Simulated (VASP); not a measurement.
# Al (Fm-3m) in VASP: notebook, part 2 of 2

VASP 6.6.1.

**3. Relaxation of cell and atoms, r2SCAN+rVV10**

This run uses another cell than the first one, of 16.60 Å³/atom.

POSCAR reads:

```
Al
1.0
    0.0000000000      2.0248050000      2.0248050000
    2.0248050000      0.0000000000      2.0248050000
    2.0248050000      2.0248050000      0.0000000000
Al
1
Direct
    0.0000000000      0.0000000000      0.0000000000
```

INCAR.step1 reads:

```
  PREC = Accurate
  ENCUT = 550
  ISMEAR = 0
  SIGMA = 0.1
  LREAL = F
  LASPH = T
  NELM = 120
  GGA = PE
  ALGO = Normal
  EDIFF = 1E-5
  LWAVE = T
  LCHARG = F
  GGA_COMPAT = F
  IBRION = 2
  ISIF = 3
  EDIFFG = -0.005
  NELMIN = 4
  NSW = 100
```

INCAR.step2 reads:

```
  PREC = Accurate
  ENCUT = 550
  EDIFF = 1E-7
  ISMEAR = 0
  SIGMA = 0.1
  LREAL = F
  LASPH = T
  NELM = 120
  ALGO = Normal
  ISIF = 3
  LWAVE = F
  LCHARG = F
  METAGGA = R2SCAN
  LMIXTAU = T
  LUSE_VDW = T
  IVDW_NL = 2
  BPARAM = 11.95
  CPARAM = 0.0093
  IBRION = 2
  NSW = 100
  EDIFFG = -0.002
  ISTART = 1
  GGA_COMPAT = F
  NELMIN = 4
```

KPOINTS reads:

```
Automatic mesh
0
Gamma
  18 18 18
```

Potentials or basis: VASP PAW PBE potentials, release 64 (Al).

Run with:

```
$ cat potpaw_PBE.64/Al/POTCAR > POTCAR
$ cp INCAR.step1 INCAR
$ mpirun -np 1 vasp_std > vasp.out
$ cp INCAR.step2 INCAR
$ mpirun -np 1 vasp_std > vasp.out
```

OUTCAR:

```text
PREC = Accurate
   ENCUT = 550
   EDIFF = 1E-7
   ISMEAR = 0
   LREAL = F
   LASPH = T
   NELM = 120
   ISIF = 3
   METAGGA = R2SCAN
   IVDW_NL = 2
   BPARAM = 11.95
   IBRION = 2
   NSW = 100
   EDIFFG = -0.002
   ISTART = 1
   NELMIN = 4

 ion  position               nearest neighbor table
   1  0.000  0.000  0.000-

  LATTYP: Found a face centered cubic cell.
 ALAT       =     4.0496100000

  Lattice vectors:

 A1 = (   0.0000000000,   2.0248050000,   2.0248050000)
 A2 = (   2.0248050000,   0.0000000000,   2.0248050000)
 A3 = (   2.0248050000,   2.0248050000,   0.0000000000)

Analysis of symmetry for initial positions (statically):
=====================================================================
 Subroutine PRICEL returns:
 Original cell was already a primitive cell.

 Routine SETGRP: Setting up the symmetry group for a
 face centered cubic supercell.

 Subroutine GETGRP returns: Found 48 space group operations
 (whereof 48 operations were pure point group operations)
 out of a pool of 48 trial point group operations.

The static configuration has the point symmetry O_h .

Analysis of symmetry for dynamics (positions and initial velocities):
=====================================================================
 Subroutine PRICEL returns:
 Original cell was already a primitive cell.

 Routine SETGRP: Setting up the symmetry group for a
 face centered cubic supercell.

 Subroutine GETGRP returns: Found 48 space group operations
 (whereof 48 operations were pure point group operations)
 out of a pool of 48 trial point group operations.

The dynamic configuration has the point symmetry O_h .

 Subroutine INISYM returns: Found 48 space group operations
 (whereof 48 operations are pure point group operations),
 and found     1 'primitive' translations

----------------------------------------------------------------------------------------

                                     Primitive cell

  volume of cell :      16.6027

  direct lattice vectors                    reciprocal lattice vectors
     0.000000000  2.024805000  2.024805000    -0.246937359  0.246937359  0.246937359
     2.024805000  0.000000000  2.024805000     0.246937359 -0.246937359  0.246937359
     2.024805000  2.024805000  0.000000000     0.246937359  0.246937359 -0.246937359

  length of vectors
     2.863506692  2.863506692  2.863506692     0.427708053  0.427708053  0.427708053

  position of ions in fractional coordinates (direct lattice)
     0.000000000  0.000000000  0.000000000

  ion indices of the primitive-cell ions
   primitive index   ion index
                 1           1

----------------------------------------------------------------------------------------

 KPOINTS: Automatic mesh

Automatic generation of k-mesh.
 Grid dimensions read from file:
 generate k-points for:   18   18   18

 Generating k-lattice:

  Cartesian coordinates                     Fractional coordinates (reciprocal lattice)
[... 49 lines left out ...]
   NGXF,Y,Z  is equivalent  to a cutoff of  27.87, 27.87, 27.87 a.u.
 SYSTEM =  unknown system
   PREC   = accura    normal or accurate (medium, high low for compatibility)
   ISTART =      1    job   : 0-new  1-cont  2-samecut
   ICHARG =      0    charge: 1-file 2-atom 10-const
   ISPIN  =      1    spin polarized calculation?
   LNONCOLLINEAR =      F non collinear calculations
   LSORBIT =      F    spin-orbit coupling
   LASPH  =      T    aspherical Exc in radial PAW
   ENCUT  =  550.0 eV  40.42 Ry    6.36 a.u.   5.48  5.48  5.48*2*pi/ulx,y,z
   NELM   =    120;   NELMIN=  4; NELMDL=  0     # of ELM steps
   EDIFF  = 0.1E-06   stopping-criterion for ELM
   LREAL  =      F    real-space projection
   EDIFFG = -.2E-02   stopping-criterion for IOM
   NSW    =    100    number of steps for IOM
   IBRION =      2    ionic relax: 0-MD 1-quasi-New 2-CG
   NFREE  =      1    steps in history (QN), initial steepest desc. (CG)
   ISIF   =      3    stress and relaxation
   ISYM   =      2    0-nonsym 1-usesym 2-fastsym
   POTIM  = 0.5000    time-step for ionic-motion
   TEBEG  =    0.0;   TEEND  =   0.0 temperature during run
   PSTRESS=    0.0 pullay stress
   NELECT =       3.0000    total number of electrons
   NUPDOWN=      -1.0000    fix difference up-down
   EMIN   =  10.00;   EMAX   =-10.00  energy-range for DOS
   EFERMI =   0.00;   METHOD = LEGACY
   ISMEAR =     0;   SIGMA  =   0.10  broadening in eV -4-tet -1-fermi 0-gaus
   EFERMI_NEDOS =   21; number of points for ismear=-14 and -15
   IALGO  =     38    algorithm
   IMIX   =      4    mixing-type and parameters
     AMIX     =   0.40;   BMIX     =  1.00
     AMIX_MAG =   1.60;   BMIX_MAG =  1.00
  volume/ion in A,a.u.               =      16.60       112.04
  Fermi-wavevector in a.u.,A,eV,Ry     =   0.925526  1.748991 11.654733  0.856599
  Thomas-Fermi vector in A             =   2.051390
   LORBIT       =      0    0 simple, 1 ext, 2 COOP (PROOUT), +10 PAW based schemes
   METAGGA = R2SCAN    functional components
   LHFCALC =     F    Hartree Fock is set to
   AEXX    =    0.0000 exact exchange contribution
   IVDW_NL    =     2    kernel type
   BPARAM     =11.9500
   IVDW    =     0    specifies the selected vdW correction
   LEPSILON=     F    determine dielectric tensor
   LRPA    =     F    only Hartree local field effects (RPA)
 conjugate gradient relaxation of ions
 non-spin polarized calculation
 Gauss-broadening in eV      SIGMA  =   0.10
  energy-cutoff  :      550.00
  volume of cell :       16.60
 maximum number of plane-waves:       531
 NGX is ok and might be reduce to    24
   NGX = 11   NGY = 11   NGZ = 11

--------------------------------------- Ionic step        1  -------------------------------------------

 number of electron       3.0000000 magnetization

 Free energy of the ion-electron system (eV)
  ---------------------------------------------------
  ext. energy  EPLUGINS =         0.00000000
  ---------------------------------------------------
  free energy    TOTEN  =        -6.66014641 eV

  energy without entropy =       -6.65735239  energy(sigma->0) =       -6.65874940

------------------------ aborting loop because EDIFF is reached ----------------------------------------

  FORCE on cell =-STRESS in cart. coord.  units (eV):
  Direction    XX          YY          ZZ          XY          YZ          ZX
  --------------------------------------------------------------------------------------
  -------------------------------------------------------------------------------------
  Total       -0.4280534     -0.4280534     -0.4280534      0.0000000     -0.0000000      0.0000000
  in kB      -41.3075015    -41.3075015    -41.3075015      0.0000000     -0.0000000      0.0000000
  external PRESSURE =     -41.3075015 kB  Pullay stress =       0.0000000 kB
[... 86 lines left out ...]
  FREE ENERGIE OF THE ION-ELECTRON SYSTEM (eV)
  ---------------------------------------------------
  free  energy   TOTEN  =        -6.6711437593 eV

  energy  without entropy=       -6.6686463796  energy(sigma->0) =       -6.66989507

[... ionic steps 4 to 15 ...]

--------------------------------------- Ionic step       16  -------------------------------------------

 number of electron       3.0000000 magnetization

------------------------ aborting loop because EDIFF is reached ----------------------------------------
[... 65 lines left out ...]
--------------------------------------- Ionic step       18  -------------------------------------------

 number of electron       3.0000000 magnetization

 Free energy of the ion-electron system (eV)
  ---------------------------------------------------
  ext. energy  EPLUGINS =         0.00000000
  ---------------------------------------------------
  free energy    TOTEN  =        -6.67114327 eV

  energy without entropy =       -6.66864295  energy(sigma->0) =       -6.66989311

 E-fermi :   8.4710     XC(G=0): -11.0747

 val. band max:        8.4672478930   @ k =  -0.3333   0.4444   0.1111
 cond. band min:       8.5157706003   @ k =  -0.3333   0.3889   0.0556
 fundamental gap:      0.0485227073
 Fermi energy:         8.4709918330

 k-point     1 :       0.0000    0.0000    0.0000
  band No.  band energies     occupation
      1      -3.6818      2.00000
      2      22.0377      0.00000
      3      22.0377      0.00000
      4      22.0377      0.00000
      5      24.2933      0.00000
[... 177 lines left out ...]
 k-point    24 :      -0.2222    0.0556    0.0000
  band No.  band energies     occupation
      1      -1.8889      2.00000
      2      12.6505      0.00000
      3      18.6522      0.00000
      4      21.7360      0.00000
      5      23.6841      0.00000

 [... further k-points ...]
[... 5 lines left out ...]
  --------------------------------------------------------------------------------------
  -------------------------------------------------------------------------------------
  Total        0.0008994      0.0008994      0.0008994      0.0000000     -0.0000000      0.0000000
  in kB        0.0912029      0.0912029      0.0912029      0.0000000     -0.0000000      0.0000000
  external PRESSURE =       0.0912029 kB  Pullay stress =       0.0000000 kB
[... 16 lines left out ...]
  FREE ENERGIE OF THE ION-ELECTRON SYSTEM (eV)
  ---------------------------------------------------
  free  energy   TOTEN  =        -6.6711432708 eV

  energy  without entropy=       -6.6686429502  energy(sigma->0) =       -6.66989311

 reached required accuracy - stopping structural energy minimisation
```

Run time: 18 min. Hardware: 1 thread of AMD EPYC 7R43 (Zen 3), shared host; peak memory 0.19 GiB.

Results:

| Quantity | Value |
| --- | --- |
| Free energy | -6.6711 eV |
| Relaxed volume | 15.80 Å³/atom |
| Relaxed cell | a = 2.817 Å, b = 2.817 Å, c = 2.817 Å, α = 60.00°, β = 60.00°, γ = 60.00° |
| Space group after relaxing (to 0.1 Å) | Fm-3m (No. 225) |
| Energy gained by relaxing | 11.0 meV/atom |
| Ionic steps | 18 |
| Pressure after relaxing | 0.0 GPa |
| Band gap on the k mesh | zero (an odd number of electrons rules out a gap without spin polarisation) |

The path:
| step | energy change (eV) | largest force (eV/Å) | pressure (GPa) | volume (Å³) |
| --- | --- | --- | --- | --- |
| 1 | 0.0000 | 0.0000 | -4.13 | 16.60 |
| 2 | -0.0102 | 0.0000 | 1.26 | 15.60 |
| 3 | -0.0110 | 0.0000 | 0.04 | 15.79 |
| 4 | -0.0110 | 0.0000 | -0.06 | 15.81 |
| 5 | -0.0110 | 0.0000 | -0.06 | 15.81 |
| 6 | -0.0110 | 0.0000 | -0.05 | 15.81 |
| 7 | -0.0110 | 0.0000 | -0.05 | 15.81 |
| 8 | -0.0110 | 0.0000 | -0.05 | 15.81 |
| 9 | -0.0110 | 0.0000 | -0.05 | 15.81 |
| 10 | -0.0110 | 0.0000 | -0.05 | 15.81 |
| 11 | -0.0110 | 0.0000 | -0.05 | 15.81 |
| 12 | -0.0110 | 0.0000 | -0.05 | 15.81 |
| 13 | -0.0110 | 0.0000 | -0.05 | 15.81 |
| 14 | -0.0110 | 0.0000 | -0.05 | 15.81 |
| 15 | -0.0110 | 0.0000 | -0.04 | 15.81 |
| 16 | -0.0110 | 0.0000 | -0.02 | 15.80 |
| 17 | -0.0110 | 0.0000 | 0.02 | 15.80 |
| 18 | -0.0110 | 0.0000 | 0.01 | 15.80 |

Final structure:
```
Al
1.0
     0.00000    1.99162    1.99162
     1.99162    0.00000    1.99162
     1.99162    1.99162    0.00000
Al
1
Cartesian
  0.0000 0.0000 0.0000
```

Caveat: the PAW data sets were made with another functional, which shifts forces and pressure a little.
